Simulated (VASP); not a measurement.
# Cs2SnI6 (Fm-3m) in VASP: electric field gradients with PBE

Aim: the electric field gradients of Cs2SnI6 with PBE.

Everything below comes from runs of VASP 6.6.1. Logs are shortened: lines on timing, memory, paths and dates and some standing lists are left out, and cuts for length are marked.

## 1. The cell of the first run

Symmetry: Fm-3m, No. 225, cubic system. Conventional cell: a = 11.630 Å, b = 11.630 Å, c = 11.630 Å, α = 90.00°, β = 90.00°, γ = 90.00°. Cs (site symmetry -43m) has 12 I at 4.11 Å and 4 Sn at 5.04 Å within 5.4 Å. Sn (site symmetry m-3m) has 6 I at 2.89 Å within 3.8 Å. Within 3.8 Å of I (site symmetry 4mm) lie 1 Sn at 2.89 Å.

## 2. Electric field gradients, PBE, non-collinear spin, zero start, spin-orbit coupling

Input file INCAR:

```
SYSTEM = Cs2SnI6
PREC = Accurate ; ENCUT = 400
EDIFF = 1E-8 ; ISMEAR = -1
SIGMA = 0.02 ; LREAL = .False.
LASPH = .True. ; NELM = 200
ALGO = Normal ; ISIF = 2
LWAVE = .False. ; LCHARG = .False.
MAGMOM = 0 0 0 0 0 0 0 0 0 0 0 0 0 0 0 0 0 0 0 0 0 0 0 0 0 0 0 ; LORBIT = 11
LSORBIT = .True. ; GGA_COMPAT = .False.
LORBMOM = .True. ; GGA = PE
LEFG = .True. ; NBANDS = 93
KPAR = 4
```

Input file KPOINTS:

```
regular mesh
0
Gamma
  5 5 5
  0 0 0
```

Input file POSCAR:

```
Cs2SnI6
1.0
    0.0000000000      5.8150000000      5.8150000000
    5.8150000000      0.0000000000      5.8150000000
    5.8150000000      5.8150000000      0.0000000000
Cs Sn I
2 1 6
Direct
    0.2500000000      0.2500000000      0.2500000000
    0.7500000000      0.7500000000      0.7500000000
    0.0000000000      0.0000000000      0.0000000000
    0.7512468976      0.2487531024      0.2487531024
    0.2487531024      0.7512468976      0.2487531024
    0.2487531024      0.7512468976      0.7512468976
    0.7512468976      0.2487531024      0.7512468976
    0.2487531024      0.2487531024      0.7512468976
    0.7512468976      0.7512468976      0.2487531024
```

Potentials or basis: VASP PAW PBE potentials, release 64 (Cs_sv, Sn_d, I).

Launch:

```sh
cat potpaw_PBE.64/Cs_sv/POTCAR potpaw_PBE.64/Sn_d/POTCAR potpaw_PBE.64/I/POTCAR > POTCAR
mpirun -np 4 vasp_ncl > vasp.out
```

OUTCAR:

```text
SYSTEM = Cs2SnI6
   PREC = Accurate
   ENCUT = 400
   EDIFF = 1E-8
   ISMEAR = -1
   LREAL = .False.
   LASPH = .True.
   NELM = 200
   ISIF = 2
   LORBIT = 11
   LSORBIT = .True.
   GGA = PE

 ion  position               nearest neighbor table
   1  0.250  0.250  0.250-
   2  0.750  0.750  0.750-
   3  0.000  0.000  0.000-   4 2.89   5 2.89   6 2.89   7 2.89   8 2.89   9 2.89
   4  0.751  0.249  0.249-   3 2.89
   5  0.249  0.751  0.249-   3 2.89
   6  0.249  0.751  0.751-   3 2.89
   7  0.751  0.249  0.751-   3 2.89
   8  0.249  0.249  0.751-   3 2.89
   9  0.751  0.751  0.249-   3 2.89

  LATTYP: Found a face centered cubic cell.
 ALAT       =    11.6300000000

  Lattice vectors:

 A1 = (   0.0000000000,   5.8150000000,   5.8150000000)
 A2 = (   5.8150000000,   0.0000000000,   5.8150000000)
 A3 = (   5.8150000000,   5.8150000000,   0.0000000000)

Analysis of symmetry for initial positions (statically):
=====================================================================
 Subroutine PRICEL returns:
 Original cell was already a primitive cell.

 Routine SETGRP: Setting up the symmetry group for a
 face centered cubic supercell.

 Subroutine GETGRP returns: Found 48 space group operations
[... 9 lines left out ...]

 Routine SETGRP: Setting up the symmetry group for a
 face centered cubic supercell.

 Subroutine GETGRP returns: Found 48 space group operations
 (whereof 48 operations were pure point group operations)
 out of a pool of 48 trial point group operations.

The dynamic configuration has the point symmetry O_h .

Analysis of structural, dynamic, and magnetic symmetry:
=====================================================================
 Subroutine PRICEL returns:
 Original cell was already a primitive cell.

 Routine SETGRP: Setting up the symmetry group for a
 face centered cubic supercell.

 Subroutine GETGRP returns: Found 48 space group operations
 (whereof 48 operations were pure point group operations)
 out of a pool of 48 trial point group operations.

The overall configuration has the point symmetry O_h .

 Subroutine INISYM returns: Found 48 space group operations
[... 5 lines left out ...]
                                     Primitive cell

  volume of cell :     393.2594

  direct lattice vectors                    reciprocal lattice vectors
     0.000000000  5.815000000  5.815000000    -0.085984523  0.085984523  0.085984523
     5.815000000  0.000000000  5.815000000     0.085984523 -0.085984523  0.085984523
     5.815000000  5.815000000  0.000000000     0.085984523  0.085984523 -0.085984523

  length of vectors
     8.223651865  8.223651865  8.223651865     0.148929562  0.148929562  0.148929562

  position of ions in fractional coordinates (direct lattice)
     0.250000000  0.250000000  0.250000000
     0.750000000  0.750000000  0.750000000
     0.000000000  0.000000000  0.000000000
     0.751246898  0.248753102  0.248753102
     0.248753102  0.751246898  0.248753102
     0.248753102  0.751246898  0.751246898
     0.751246898  0.248753102  0.751246898
     0.248753102  0.248753102  0.751246898
     0.751246898  0.751246898  0.248753102

  ion indices of the primitive-cell ions
   primitive index   ion index
                 1           1
                 2           2
                 3           3
                 4           4
                 5           5
                 6           6
                 7           7
                 8           8
                 9           9

----------------------------------------------------------------------------------------

 KPOINTS: regular mesh

Automatic generation of k-mesh.
 Grid dimensions read from file:
 generate k-points for:    5    5    5

 Generating k-lattice:

  Cartesian coordinates                     Fractional coordinates (reciprocal lattice)
    -0.017196905  0.017196905  0.017196905     0.200000000  0.000000000  0.000000000
     0.017196905 -0.017196905  0.017196905     0.000000000  0.200000000  0.000000000
     0.017196905  0.017196905 -0.017196905     0.000000000  0.000000000  0.200000000

  Length of vectors
     0.029785912  0.029785912  0.029785912

  Shift w.r.t. Gamma in fractional coordinates (k-lattice)
     0.000000000  0.000000000  0.000000000

 Subroutine IBZKPT returns following result:
 ===========================================

 Found     10 irreducible k-points:

 Following reciprocal coordinates:
            Coordinates               Weight
  0.000000  0.000000  0.000000      1.000000
  0.200000  0.000000  0.000000      8.000000
  0.400000  0.000000  0.000000      8.000000
  0.200000  0.200000  0.000000      6.000000
[... 1006 lines left out ...]
    total drift:                                0.000000      0.000000      0.000000

  FREE ENERGIE OF THE ION-ELECTRON SYSTEM (eV)
  ---------------------------------------------------
  free  energy   TOTEN  =       -24.1331903748 eV

  energy  without entropy=      -24.1326120591  energy(sigma->0) =      -24.13290122

 Electric field gradients (V/A^2)
---------------------------------------------------------------------
 ion       V_xx      V_yy      V_zz      V_xy      V_xz      V_yz
---------------------------------------------------------------------
   1      -0.000    -0.000     0.000    -0.001    -0.001    -0.001
   2      -0.000    -0.000     0.000    -0.001    -0.001    -0.001
   3       0.000     0.000     0.000     0.002     0.002     0.002
   4     520.137  -260.068  -260.068     0.001     0.001     0.000
   5    -260.068   520.137  -260.068     0.001     0.000     0.001
   6     520.137  -260.068  -260.068     0.001     0.001     0.000
   7    -260.068   520.137  -260.068     0.001     0.000     0.001
   8    -260.068  -260.068   520.137     0.000     0.001     0.001
   9    -260.068  -260.068   520.137     0.000     0.001     0.001
---------------------------------------------------------------------

 Electric field gradients after diagonalization (V/A^2)
 (convention: |V_zz| > |V_xx| > |V_yy|)
----------------------------------------------------------------------
 ion       V_xx      V_yy      V_zz     asymmetry (V_yy - V_xx)/ V_zz
----------------------------------------------------------------------
   1       0.001     0.001    -0.002       0.000
   2       0.001     0.001    -0.002       0.000
   3      -0.002    -0.002     0.005       0.000
   4    -260.069  -260.068   520.137       0.000
   5    -260.069  -260.068   520.137       0.000
   6    -260.069  -260.068   520.137       0.000
   7    -260.069  -260.068   520.137       0.000
   8    -260.069  -260.068   520.137       0.000
   9    -260.069  -260.068   520.137       0.000
----------------------------------------------------------------------

           NMR quadrupolar parameters

 Cq : quadrupolar parameter    Cq=e*Q*V_zz/h
 eta: asymmetry parameters     (V_yy - V_xx)/ V_zz
 Q  : nuclear electric quadrupole moment in mb (millibarn)
----------------------------------------------------------------------
 ion       Cq(MHz)       eta       Q (mb)
----------------------------------------------------------------------
   1      -0.000       0.000       1.000
   2      -0.000       0.000       1.000
   3       0.000       0.000       1.000
   4       1.258       0.000       1.000
   5       1.258       0.000       1.000
   6       1.258       0.000       1.000
   7       1.258       0.000       1.000
   8       1.258       0.000       1.000
   9       1.258       0.000       1.000
----------------------------------------------------------------------

 orbital moment (x)

 # of ion     p       d       tot
 ----------------------------------------
  1         0.000  -0.000  -0.000
  2         0.000  -0.000  -0.000
  3        -0.000   0.000  -0.000
  4         0.000  -0.000  -0.000
  5         0.000  -0.000   0.000
  6         0.000  -0.000  -0.000
  7         0.000   0.000   0.000
  8        -0.000  -0.000  -0.000
  9         0.000   0.000   0.000
 ----------------------------------------
            0.000  -0.000   0.000

 orbital moment (y)

 # of ion     p       d       tot
 ----------------------------------------
  1         0.000   0.000   0.000
  2         0.000   0.000   0.000
  3         0.000  -0.000  -0.000
  4        -0.000   0.000  -0.000
  5         0.000   0.000   0.000
  6         0.000   0.000   0.000
  7         0.000   0.000   0.000
  8        -0.000   0.000  -0.000
  9         0.000   0.000   0.000
 ----------------------------------------
           -0.000   0.000  -0.000

 orbital moment (z)

 # of ion     p       d       tot
 ----------------------------------------
  1         0.000   0.000   0.000
  2         0.000  -0.000  -0.000
  3         0.000   0.000   0.000
  4         0.000  -0.000  -0.000
  5         0.000   0.000   0.000
  6         0.000  -0.000  -0.000
  7         0.000   0.000   0.000
  8         0.000   0.000   0.000
  9         0.000   0.000   0.000
 ----------------------------------------
            0.000   0.000   0.000

 Spin-Orbit-Coupling matrix elements

 Ion:    1  E_soc:     -0.3244698
 l=   1
     0.0000000    -0.0540436    -0.0540436
    -0.0540436     0.0000000    -0.0540436
    -0.0540436    -0.0540436     0.0000000
 l=   2
     0.0000000    -0.0000047     0.0000000    -0.0000047    -0.0000301
    -0.0000047     0.0000000    -0.0000225    -0.0000047    -0.0000075
     0.0000000    -0.0000225     0.0000000    -0.0000225     0.0000000
    -0.0000047    -0.0000047    -0.0000225     0.0000000    -0.0000075
    -0.0000301    -0.0000075     0.0000000    -0.0000075     0.0000000
 l=   3
     0.0000000     0.0000000     0.0000000     0.0000000     0.0000000     0.0000000     0.0000000
     0.0000000     0.0000000     0.0000000     0.0000000     0.0000000     0.0000000     0.0000000
     0.0000000     0.0000000     0.0000000     0.0000000     0.0000000     0.0000000     0.0000000
     0.0000000     0.0000000     0.0000000     0.0000000     0.0000000     0.0000000     0.0000000
[... 149 lines left out ...]
 l=   2
     0.0000000    -0.0000049     0.0000000    -0.0000049    -0.0000076
    -0.0000049     0.0000000    -0.0000101    -0.0000056    -0.0000071
     0.0000000    -0.0000101     0.0000000    -0.0000101     0.0000000
    -0.0000049    -0.0000056    -0.0000101     0.0000000    -0.0000071
    -0.0000076    -0.0000071     0.0000000    -0.0000071     0.0000000
 l=   3
     0.0000000     0.0000000     0.0000000     0.0000000     0.0000000     0.0000000     0.0000000
     0.0000000     0.0000000     0.0000000     0.0000000     0.0000000     0.0000000     0.0000000
     0.0000000     0.0000000     0.0000000     0.0000000     0.0000000     0.0000000     0.0000000
     0.0000000     0.0000000     0.0000000     0.0000000     0.0000000     0.0000000     0.0000000
     0.0000000     0.0000000     0.0000000     0.0000000     0.0000000     0.0000000     0.0000000
     0.0000000     0.0000000     0.0000000     0.0000000     0.0000000     0.0000000     0.0000000
     0.0000000     0.0000000     0.0000000     0.0000000     0.0000000     0.0000000     0.0000000

 total charge

# of ion       s       p       d       tot
------------------------------------------
    1        1.841   4.706   0.023   6.570
    2        1.841   4.706   0.023   6.570
    3        1.096   0.912  10.069  12.078
    4        1.515   2.780   0.011   4.306
    5        1.515   2.780   0.011   4.306
    6        1.515   2.780   0.011   4.306
    7        1.515   2.780   0.011   4.306
    8        1.515   2.780   0.011   4.306
    9        1.515   2.780   0.011   4.306
--------------------------------------------------
tot         13.867  27.003  10.182  51.052

 magnetization (x)

# of ion       s       p       d       tot
------------------------------------------
    1        0.000  -0.000   0.000   0.000
    2       -0.000  -0.000   0.000  -0.000
    3        0.000   0.000  -0.000   0.000
    4        0.000   0.000   0.000   0.000
    5       -0.000  -0.000  -0.000  -0.000
    6        0.000   0.000   0.000   0.000
    7       -0.000  -0.000  -0.000  -0.000
    8        0.000   0.000   0.000   0.000
    9       -0.000   0.000   0.000   0.000
--------------------------------------------------
tot         -0.000   0.000   0.000   0.000

 magnetization (y)

# of ion       s       p       d       tot
------------------------------------------
    1        0.000   0.000   0.000   0.000
    2        0.000   0.000  -0.000   0.000
    3       -0.000   0.000  -0.000  -0.000
    4        0.000   0.000   0.000   0.000
    5        0.000   0.000   0.000   0.000
    6        0.000   0.000   0.000   0.000
    7        0.000   0.000   0.000   0.000
    8        0.000  -0.000   0.000  -0.000
    9        0.000  -0.000  -0.000  -0.000
--------------------------------------------------
tot          0.000   0.000  -0.000   0.000

 magnetization (z)

# of ion       s       p       d       tot
------------------------------------------
    1        0.000   0.000  -0.000   0.000
    2       -0.000   0.000   0.000  -0.000
    3        0.000   0.000  -0.000  -0.000
    4       -0.000  -0.000  -0.000  -0.000
    5       -0.000   0.000   0.000   0.000
    6        0.000  -0.000  -0.000  -0.000
    7        0.000   0.000   0.000   0.000
    8        0.000   0.000   0.000   0.000
    9        0.000   0.000   0.000   0.000
--------------------------------------------------
tot         -0.000   0.000  -0.000   0.000
```

It took 7.9 min on 4 MPI ranks of Intel Xeon Platinum 8259CL at 2.50GHz (Skylake/Cascade Lake), shared host; peak memory 1.3 GiB.

Results:

```yaml
Free_energy: -24.1332 eV
Pressure: 1.2 GPa
Largest_force: 0.082 eV/Å
Net_moment: 0.00 μB per cell
Valence_electrons_inside_the_program's_atomic_spheres: Cs 6.57; Sn 12.08; I 4.31
```

Forces in eV/Å, atoms in the order of the input:
```
Cs   0.000  0.000  0.000
Cs   0.000  0.000  0.000
Sn   0.000  0.000  0.000
I    0.082  0.000  0.000
I    0.000  0.082  0.000
I   -0.082  0.000  0.000
I    0.000 -0.082  0.000
I    0.000  0.000  0.082
I    0.000  0.000 -0.082
```

Moments on the atoms (μB; x, y, z):
```
Cs  0.00 0.00 0.00
Cs  0.00 0.00 0.00
Sn  0.00 0.00 0.00
I   0.00 0.00 0.00
I   0.00 0.00 0.00
I   0.00 0.00 0.00
I   0.00 0.00 0.00
I   0.00 0.00 0.00
I   0.00 0.00 0.00
```

Electric field gradients, principal values (V/Å²):
```
atom     least    middle  greatest (by size)
1 Cs     0.001     0.001              -0.002
2 Cs     0.001     0.001              -0.002
3 Sn    -0.002    -0.002               0.005
 4 I  -260.068  -260.069             520.137
 5 I  -260.068  -260.069             520.137
 6 I  -260.068  -260.069             520.137
 7 I  -260.068  -260.069             520.137
 8 I  -260.068  -260.069             520.137
 9 I  -260.068  -260.069             520.137
```

Caveat: without QUAD_EFG the Cq values of the log hold for a quadrupole moment of 1 mb, not for the nuclei.
